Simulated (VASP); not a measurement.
# Nb (Fm-3m) in VASP: notebook

The runs below take Nb through electric field gradients, with PBEsol.

Program: VASP 6.6.1. These are calculated values, not measurements. Logs are shortened: lines on timing, memory, paths and dates and some standing lists are left out, and cuts for length are marked.

**1. The cell of the first run**

The structure is cubic, space group Fm-3m (No. 225). Conventional cell: a = 4.202 Å, b = 4.202 Å, c = 4.202 Å, α = 90.00°, β = 90.00°, γ = 90.00°. Within 3.9 Å of Nb (site symmetry m-3m) lie 12 Nb at 2.97 Å.

**2. Electric field gradients, PBEsol (volume scaled by 0.98)**

File INCAR:

```
PREC = Accurate
ENCUT = 520
EDIFF = 1E-8
ISMEAR = -1
SIGMA = 0.08
LREAL = False
LASPH = True
NELM = 60
ALGO = Normal
ISIF = 2
LWAVE = False
LCHARG = False
GGA = PS
LEFG = True
NBANDS = 12
```

File KPOINTS:

```
Automatic mesh
0
Gamma
  13 13 13
```

File POSCAR:

```
Nb
1.0
    0.0000000000      2.1008049414      2.1008049414
    2.1008049414      0.0000000000      2.1008049414
    2.1008049414      2.1008049414      0.0000000000
Nb
1
Direct
    0.0000000000      0.0000000000      0.0000000000
```

Potentials or basis: VASP PAW PBE potentials, release 64 (Nb_sv).

Launch:

```console
$ cat potpaw_PBE.64/Nb_sv/POTCAR > POTCAR
$ mpirun -np 1 vasp_std > vasp.out
```

OUTCAR:

```text
PREC = Accurate
   ENCUT = 520
   EDIFF = 1E-8
   ISMEAR = -1
   LREAL = False
   LASPH = True
   NELM = 60
   ISIF = 2
   GGA = PS

 ion  position               nearest neighbor table
   1  0.000  0.000  0.000-

  LATTYP: Found a face centered cubic cell.
 ALAT       =     4.2016098828

  Lattice vectors:

 A1 = (   0.0000000000,   2.1008049414,   2.1008049414)
 A2 = (   2.1008049414,   0.0000000000,   2.1008049414)
 A3 = (   2.1008049414,   2.1008049414,   0.0000000000)

Analysis of symmetry for initial positions (statically):
=====================================================================
 Subroutine PRICEL returns:
 Original cell was already a primitive cell.

 Routine SETGRP: Setting up the symmetry group for a
 face centered cubic supercell.

 Subroutine GETGRP returns: Found 48 space group operations
 (whereof 48 operations were pure point group operations)
 out of a pool of 48 trial point group operations.

The static configuration has the point symmetry O_h .

Analysis of symmetry for dynamics (positions and initial velocities):
=====================================================================
 Subroutine PRICEL returns:
 Original cell was already a primitive cell.

 Routine SETGRP: Setting up the symmetry group for a
 face centered cubic supercell.

 Subroutine GETGRP returns: Found 48 space group operations
 (whereof 48 operations were pure point group operations)
 out of a pool of 48 trial point group operations.

The dynamic configuration has the point symmetry O_h .

 Subroutine INISYM returns: Found 48 space group operations
 (whereof 48 operations are pure point group operations),
 and found     1 'primitive' translations

----------------------------------------------------------------------------------------

                                     Primitive cell

  volume of cell :      18.5433

  direct lattice vectors                    reciprocal lattice vectors
     0.000000000  2.100804941  2.100804941    -0.238004010  0.238004010  0.238004010
     2.100804941  0.000000000  2.100804941     0.238004010 -0.238004010  0.238004010
     2.100804941  2.100804941  0.000000000     0.238004010  0.238004010 -0.238004010

  length of vectors
     2.970986840  2.970986840  2.970986840     0.412235037  0.412235037  0.412235037

  position of ions in fractional coordinates (direct lattice)
     0.000000000  0.000000000  0.000000000

  ion indices of the primitive-cell ions
   primitive index   ion index
                 1           1

----------------------------------------------------------------------------------------

 KPOINTS: Automatic mesh

Automatic generation of k-mesh.
 Grid dimensions read from file:
 generate k-points for:   13   13   13

 Generating k-lattice:

  Cartesian coordinates                     Fractional coordinates (reciprocal lattice)
    -0.018308001  0.018308001  0.018308001     0.076923077  0.000000000  0.000000000
     0.018308001 -0.018308001  0.018308001     0.000000000  0.076923077  0.000000000
     0.018308001  0.018308001 -0.018308001     0.000000000  0.000000000  0.076923077

  Length of vectors
     0.031710387  0.031710387  0.031710387

  Shift w.r.t. Gamma in fractional coordinates (k-lattice)
     0.000000000  0.000000000  0.000000000

 Subroutine IBZKPT returns following result:
 ===========================================

 Found     84 irreducible k-points:

 Following reciprocal coordinates:
            Coordinates               Weight
  0.000000  0.000000  0.000000      1.000000
  0.076923  0.000000  0.000000      8.000000
  0.153846  0.000000  0.000000      8.000000
  0.230769  0.000000  0.000000      8.000000
  0.307692  0.000000  0.000000      8.000000
  0.384615  0.000000  0.000000      8.000000
[... 16 lines left out ...]
  0.384615  0.153846  0.000000     24.000000
  0.461538  0.153846  0.000000     24.000000
 [... further k-points ...]
   k-points           NKPTS =     84   k-points in BZ     NKDIM =     84   number of bands    NBANDS=     12
   number of dos      NEDOS =    301   number of ions     NIONS =      1
   total plane-waves  NPLWV =  13824
   dimension x,y,z NGX =    24 NGY =   24 NGZ =   24
   dimension x,y,z NGXF=    48 NGYF=   48 NGZF=   48
   ions per type =               1
   NGX,Y,Z   is equivalent  to a cutoff of  13.43, 13.43, 13.43 a.u.
   NGXF,Y,Z  is equivalent  to a cutoff of  26.86, 26.86, 26.86 a.u.
 SYSTEM =  unknown system
   PREC   = accura    normal or accurate (medium, high low for compatibility)
   ISTART =      0    job   : 0-new  1-cont  2-samecut
   ICHARG =      2    charge: 1-file 2-atom 10-const
   ISPIN  =      1    spin polarized calculation?
   LNONCOLLINEAR =      F non collinear calculations
   LSORBIT =      F    spin-orbit coupling
   LASPH  =      T    aspherical Exc in radial PAW
   ENCUT  =  520.0 eV  38.22 Ry    6.18 a.u.   5.52  5.52  5.52*2*pi/ulx,y,z
   NELM   =     60;   NELMIN=  2; NELMDL= -5     # of ELM steps
   EDIFF  = 0.1E-07   stopping-criterion for ELM
   LREAL  =      F    real-space projection
   EDIFFG = 0.1E-06   stopping-criterion for IOM
   NSW    =      0    number of steps for IOM
   IBRION =     -1    ionic relax: 0-MD 1-quasi-New 2-CG
   NFREE  =      0    steps in history (QN), initial steepest desc. (CG)
   ISIF   =      2    stress and relaxation
   ISYM   =      2    0-nonsym 1-usesym 2-fastsym
   POTIM  = 0.5000    time-step for ionic-motion
   TEBEG  =    0.0;   TEEND  =   0.0 temperature during run
   PSTRESS=    0.0 pullay stress
   NELECT =      13.0000    total number of electrons
   NUPDOWN=      -1.0000    fix difference up-down
   EMIN   =  10.00;   EMAX   =-10.00  energy-range for DOS
   EFERMI =   0.00;   METHOD = LEGACY
   ISMEAR =    -1;   SIGMA  =   0.08  broadening in eV -4-tet -1-fermi 0-gaus
   EFERMI_NEDOS =   21; number of points for ismear=-14 and -15
   IALGO  =     38    algorithm
   IMIX   =      4    mixing-type and parameters
     AMIX     =   0.40;   BMIX     =  1.00
     AMIX_MAG =   1.60;   BMIX_MAG =  1.00
  volume/ion in A,a.u.               =      18.54       125.14
  Fermi-wavevector in a.u.,A,eV,Ry     =   1.454321  2.748268 28.776989  2.115049
  Thomas-Fermi vector in A             =   2.571485
   LORBIT       =      0    0 simple, 1 ext, 2 COOP (PROOUT), +10 PAW based schemes
   GGA     = PS    functional components
   LHFCALC =     F    Hartree Fock is set to
   AEXX    =    0.0000 exact exchange contribution
   IVDW    =     0    specifies the selected vdW correction
   LEPSILON=     F    determine dielectric tensor
   LRPA    =     F    only Hartree local field effects (RPA)
 non-spin polarized calculation
  energy-cutoff  :      520.00
  volume of cell :       18.54
 maximum number of plane-waves:       531
 NGX is ok and might be reduce to    24
   NGX = 11   NGY = 11   NGZ = 11

 number of electron      13.0000001 magnetization

 Free energy of the ion-electron system (eV)
  ---------------------------------------------------
  ext. energy  EPLUGINS =         0.00000000
  ---------------------------------------------------
  free energy    TOTEN  =       -10.61548952 eV

  energy without entropy =      -10.58254366  energy(sigma->0) =      -10.59901659

 E-fermi :  10.9811     XC(G=0): -12.4820

 val. band max:       10.9810914210   @ k =   0.4615   0.1538   0.0000
 cond. band min:      10.9816068695   @ k =   0.3846   0.2308   0.0000
 fundamental gap:      0.0005154485
 Fermi energy:        10.9811158662

 k-point     1 :       0.0000    0.0000    0.0000
  band No.  band energies     occupation
      1     -43.6828      2.00000
      2     -19.0666      2.00000
      3     -19.0666      2.00000
      4     -19.0666      2.00000
      5       4.7181      2.00000
      6      11.0943      0.39107
      7      11.0943      0.39107
      8      11.0943      0.39107
      9      13.7301      0.00000
     10      13.7301      0.00000
     11      22.8457      0.00000
     12      27.6354      0.00000

 k-point     2 :       0.0769    0.0000    0.0000
  band No.  band energies     occupation
      1     -43.6713      2.00000
      2     -19.1429      2.00000
      3     -19.0760      2.00000
      4     -19.0760      2.00000
      5       4.9412      2.00000
      6      10.9227      1.34977
      7      11.1960      0.12758
      8      11.1960      0.12758
      9      13.6399      0.00000
     10      13.6399      0.00000
     11      23.2926      0.00000
     12      26.7571      0.00000
[... 316 lines left out ...]
 k-point    24 :       0.4615    0.1538    0.0000
  band No.  band energies     occupation
      1     -43.4729      2.00000
      2     -20.1564      2.00000
      3     -19.3685      2.00000
      4     -19.2931      2.00000
      5       7.7478      2.00000
      6       9.9567      1.99999
      7      10.9811      1.00015
      8      11.7380      0.00016
      9      15.8265      0.00000
     10      16.2376      0.00000
     11      21.8706      0.00000
     12      24.5913      0.00000

 [... further k-points ...]

------------------------ aborting loop because EDIFF is reached ----------------------------------------

  FORCE on cell =-STRESS in cart. coord.  units (eV):
  Direction    XX          YY          ZZ          XY          YZ          ZX
  --------------------------------------------------------------------------------------
  -------------------------------------------------------------------------------------
  Total       -0.4333635     -0.4333635     -0.4333635     -0.0000000      0.0000000      0.0000000
  in kB      -37.4434378    -37.4434378    -37.4434378     -0.0000000      0.0000000      0.0000000
  external PRESSURE =     -37.4434378 kB  Pullay stress =       0.0000000 kB

 VOLUME and BASIS-vectors are now :
 -----------------------------------------------------------------------------
  energy-cutoff  :      520.00
  volume of cell :       18.54
      direct lattice vectors                 reciprocal lattice vectors
     0.000000000  2.100804941  2.100804941    -0.238004010  0.238004010  0.238004010
     2.100804941  0.000000000  2.100804941     0.238004010 -0.238004010  0.238004010
     2.100804941  2.100804941  0.000000000     0.238004010  0.238004010 -0.238004010

 POSITION                                       TOTAL-FORCE (eV/Angst)
 -----------------------------------------------------------------------------------
      0.00000      0.00000      0.00000        -0.000000      0.000000     -0.000000
 -----------------------------------------------------------------------------------
    total drift:                               -0.000000     -0.000000      0.000000

  FREE ENERGIE OF THE ION-ELECTRON SYSTEM (eV)
  ---------------------------------------------------
  free  energy   TOTEN  =       -10.6154895237 eV

  energy  without entropy=      -10.5825436572  energy(sigma->0) =      -10.59901659

 Electric field gradients (V/A^2)
---------------------------------------------------------------------
 ion       V_xx      V_yy      V_zz      V_xy      V_xz      V_yz
---------------------------------------------------------------------
   1      -0.000     0.000    -0.000    -0.000    -0.000    -0.000
---------------------------------------------------------------------

 Electric field gradients after diagonalization (V/A^2)
 (convention: |V_zz| > |V_xx| > |V_yy|)
----------------------------------------------------------------------
 ion       V_xx      V_yy      V_zz     asymmetry (V_yy - V_xx)/ V_zz
----------------------------------------------------------------------
   1       0.000     0.000    -0.000       0.000
----------------------------------------------------------------------

           NMR quadrupolar parameters

 Cq : quadrupolar parameter    Cq=e*Q*V_zz/h
 eta: asymmetry parameters     (V_yy - V_xx)/ V_zz
 Q  : nuclear electric quadrupole moment in mb (millibarn)
----------------------------------------------------------------------
 ion       Cq(MHz)       eta       Q (mb)
----------------------------------------------------------------------
   1      -0.000       0.000       1.000
----------------------------------------------------------------------
```

It took 13 s on 1 thread of AMD EPYC 9R45 (Zen 5), shared host; peak memory 0.12 GiB.

Results:

* Free energy: -10.6155 eV
* Pressure: -3.7 GPa

Caveat: without QUAD_EFG the Cq values of the log hold for a quadrupole moment of 1 mb, not for the nuclei; the PAW data sets were made with another functional, which shifts forces and pressure a little.

(Part 1 of 3 ends here.)
